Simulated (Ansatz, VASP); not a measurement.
**One calculation of AlFe, two programs**

File INCAR:

```
SYSTEM = AlFe
ALGO = Normal ; EDIFF = 1E-6
EDIFFG = -0.005 ; ENCUT = 600
GGA = PE ; IBRION = 2
ISIF = 3 ; ISMEAR = 0
ISPIN = 2 ; LASPH = .TRUE.
LCHARG = .FALSE. ; LMAXMIX = 4
LORBIT = 11 ; LREAL = .FALSE.
LWAVE = .FALSE. ; MAGMOM = 0 0.85
NELM = 150 ; NSW = 100
PREC = Accurate ; SIGMA = 0.1
```

The input KPOINTS:

```
k-points
0
G
  14 14 14
  0 0 0
```

POSCAR

```
AlFe
1.0
    2.9100000000      0.0000000000      0.0000000000
    0.0000000000      2.9100000000      0.0000000000
    0.0000000000      0.0000000000      2.9100000000
Al Fe
1 1
Direct
    0.0000000000      0.0000000000      0.0000000000
    0.5000000000      0.5000000000      0.5000000000
```

Input for Ansatz:

```yaml
crystal:
  lattice:
    - [2.91, 0.0, 0.0]
    - [0.0, 2.91, 0.0]
    - [0.0, 0.0, 2.91]
  atoms:
    - { symbol: Al, position: [0.0, 0.0, 0.0] }
    - { symbol: Fe, position: [0.5, 0.5, 0.5], spin: 0.85 }
basis:
  ecutwfc: 420
kpoints:
  mp_grid: { grid: [14, 14, 14] }
hamiltonian:
  xc: pbe
scf:
  occupations: { method: gaussian, width: 0.1 }
output:
  forces: true
  stress: true
  eigenvalues: true
  populations: true
magnetization:
  spin_polarized: true
relax:
  adjacent_minimum: "off"
  f_tol: 0.005
  max_steps: 80
  cell: { stress_tol: 0.05 }
```

Alike in both runs: task relaxation of cell and atoms; functional PBE; k mesh 14 × 14 × 14; occupations gaussian, width 0.1 eV; collinear spin.

```csv
,VASP,Ansatz
version,VASP 6.6.1,Ansatz 0.2.0
potentials or method,"VASP PAW PBE potentials, release 64 (Al, Fe), cutoff 600 eV","scalar-relativistic, plane waves, PAW"
valence electrons in the cell,11,19
```

```csv
,VASP,Ansatz,Ansatz less VASP
"gap on the k mesh at the Fermi level, each at its own relaxed structure (eV)",none,none,-
net moment per atom (μB),0.33,0.34,+0.001
size of the moment on the site where the two differ most (μB),0.71,0.70,-0.004
relaxed volume (Å³/atom),11.87,11.87,+0.007
relaxed length of the cell vector where the two differ most in proportion (Å),2.874,2.874,+0.0005
```

Site moments also hang on the region over which each program counts them. A gap of «none» marks a metal or a gap that the smearing closes. VASP's potentials hold 11 valence electrons a cell and Ansatz's 19, so a difference there can come from the potentials and not from the codes.
